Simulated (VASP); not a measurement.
Wanted: the native input for a VASP 6.6.1 run.

| Item | Value |
| --- | --- |
| Task | relaxation of cell and atoms |
| Functional | PBE |
| Potentials or basis | VASP PAW PBE potentials, release 64 (Si, B, C) |
| Cutoff | 600 eV |
| k mesh | 12 × 12 × 6 |
| Occupations | gaussian, width 0.1 eV |
| Spin | no spin polarisation |
| Dipole correction | no |
| Further INCAR settings | ALGO = Normal; EDIFF = 1e-07; IBRION = 2; EDIFFG = -0.01; NSW = 100; ISIF = 3 |

The structure of Si2B2C lies in POSCAR:

```
Si2B2C
1.0
    3.2008401416      0.0000000000      0.0000000000
   -1.6004200708      2.7720088761      0.0000000000
    0.0000000000      0.0000000000      6.5772496097
Si B C
2 2 1
Direct
    0.0000000000      0.0000000000      0.5000000000
    0.0000000000      0.0000000000      0.0000000000
    0.6666666667      0.3333333333      0.3712477244
    0.6666666667      0.3333333333      0.6287522756
    0.3333333333      0.6666666667      0.0000000000
```

The cell was built from a structure type or drawn by symmetry, and may not be a known phase.

The input as run:

INCAR

```
PREC = Accurate
ENCUT = 600
EDIFF = 1E-7
ISMEAR = 0
SIGMA = 0.1
LREAL = F
LASPH = T
NELM = 60
ALGO = Normal
ISIF = 3
LWAVE = F
LCHARG = F
GGA = PE
IBRION = 2
NSW = 100
EDIFFG = -0.01
```

KPOINTS

```
Automatic mesh
0
Gamma
  12 12 6
```

Potentials or basis: VASP PAW PBE potentials, release 64 (Si, B, C).

Run with:

```bash
$ cat potpaw_PBE.64/Si/POTCAR potpaw_PBE.64/B/POTCAR potpaw_PBE.64/C/POTCAR > POTCAR
$ mpirun -np 1 vasp_std > vasp.out
```

It gave:

```json
{"Relaxed volume": "11.88 Å³/atom", "Relaxed cell": "a = 3.199 Å, b = 3.199 Å, c = 6.703 Å, α = 90.00°, β = 90.00°, γ = 120.00°", "Space group after relaxing (to 0.1 Å)": "P-6m2 (No. 187)", "Energy gained by relaxing": "0.8 meV/atom", "Ionic steps": "8", "Pressure after relaxing": "-0.1 GPa", "Largest force after relaxing": "0.004 eV/Å", "Band gap on the k mesh": "zero (bands 9 and 10 overlap by 2.20 eV)"}
```

Wall time 7.4 min on 1 thread of Intel Xeon 8259CL, with other jobs on the host, peak memory 0.24 GiB.
